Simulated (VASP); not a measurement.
Cr, 1 atom in the cell. The structure is cubic, space group Im-3m (No. 229). The conventional cell has a = 2.849 Å, b = 2.849 Å, c = 2.849 Å, α = 90.00°, β = 90.00°, γ = 90.00°. Cr (site symmetry m-3m) has 14 Cr at 2.47 to 2.85 Å within 3.3 Å. 

- Program: VASP 6.6.1
- Task: single point
- Functional: PBE
- Potentials or basis: VASP PAW PBE potentials, release 64 (Cr_pv)
- Cutoff: 520 eV
- k mesh: 15 × 15 × 15
- Occupations: methfessel-paxton, width 1 eV
- Spin: no spin polarisation
- Dipole correction: no
- Further INCAR settings: ALGO = Normal; EDIFF = 1e-06; NBANDS = 12

Potentials or basis: VASP PAW PBE potentials, release 64 (Cr_pv).

The run is started by

```sh
$ cat potpaw_PBE.64/Cr_pv/POTCAR > POTCAR
$ mpirun -np 1 vasp_std > vasp.out
```

Hardware: 1 thread of Intel Xeon 6975P-C, with other jobs on the host.

Task: How long does it take, and how much memory?

Result: Wall time 8.7 s on 1 thread of Intel Xeon 6975P-C, with other jobs on the host, peak memory 0.13 GiB. Counts: scf iterations 12, k points 120.
